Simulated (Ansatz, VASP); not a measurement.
# Two plane-wave programs on Si

The input INCAR:

```
ALGO = Normal
EDIFF = 1E-7
ENCUT = 520
GGA = PE
ISIF = 2
ISMEAR = 0
LASPH = True
LCHARG = True
LELF = True
LREAL = False
LVHAR = True
LWAVE = False
NBANDS = 26
NELM = 60
PREC = Accurate
SIGMA = 0.01
```

The input KPOINTS:

```
k-points
0
Gamma
  6 6 2
```

The input POSCAR:

```
Si
1.0
    3.8200029860      0.0000000000      0.0000000000
   -1.9100014930      3.3082196284      0.0000000000
    0.0000000000      0.0000000000     12.5479561949
Si
8
Direct
    0.0000000000      0.0000000000      0.0005003176
    0.3333333333      0.6666666667      0.2496538927
    0.0000000000      0.0000000000      0.5005003176
    0.6666666667      0.3333333333      0.7496538927
    0.0000000000      0.0000000000      0.1869996824
    0.3333333333      0.6666666667      0.4378461073
    0.0000000000      0.0000000000      0.6869996824
    0.6666666667      0.3333333333      0.9378461073
```

Input for Ansatz:

```yaml
crystal:
  lattice:
    - [3.820002986, 0.0, 0.0]
    - [-1.910001493, 3.3082196284, 0.0]
    - [0.0, 0.0, 12.5479561949]
  atoms:
    - { symbol: Si, position: [0.0, 0.0, 0.0005003176] }
    - { symbol: Si, position: [0.3333333333, 0.6666666667, 0.2496538927] }
    - { symbol: Si, position: [0.0, 0.0, 0.5005003176] }
    - { symbol: Si, position: [0.6666666667, 0.3333333333, 0.7496538927] }
    - { symbol: Si, position: [0.0, 0.0, 0.1869996824] }
    - { symbol: Si, position: [0.3333333333, 0.6666666667, 0.4378461073] }
    - { symbol: Si, position: [0.0, 0.0, 0.6869996824] }
    - { symbol: Si, position: [0.6666666667, 0.3333333333, 0.9378461073] }
kpoints:
  mp_grid: { grid: [6, 6, 2] }
hamiltonian:
  xc: pbe
scf:
  occupations: { method: fixed }
  n_extra_bands: 6
output:
  forces: true
  stress: true
  eigenvalues: true
```

Alike in both runs: task single point; functional PBE; k mesh 6 × 6 × 2; no spin polarisation.

|  | VASP | Ansatz |
| --- | --- | --- |
| version | VASP 6.6.1 | Ansatz 0.2.0 |
| potentials or method | VASP PAW PBE potentials, release 64 (Si) | plane waves, PAW |
| plane-wave cutoff (eV) | 520 | 420 |
| occupations | gaussian, width 0.01 eV | fixed |
| valence electrons in the cell | 32 | 32 |

```tsv
	VASP	Ansatz	Ansatz less VASP
gap on the k mesh at the Fermi level (eV)	0.54	0.54	-0.002
pressure (GPa)	2.9	2.9	+0.08
traceless stress, the component that is largest in VASP (GPa)	-0.16	-0.16	+0.002
```
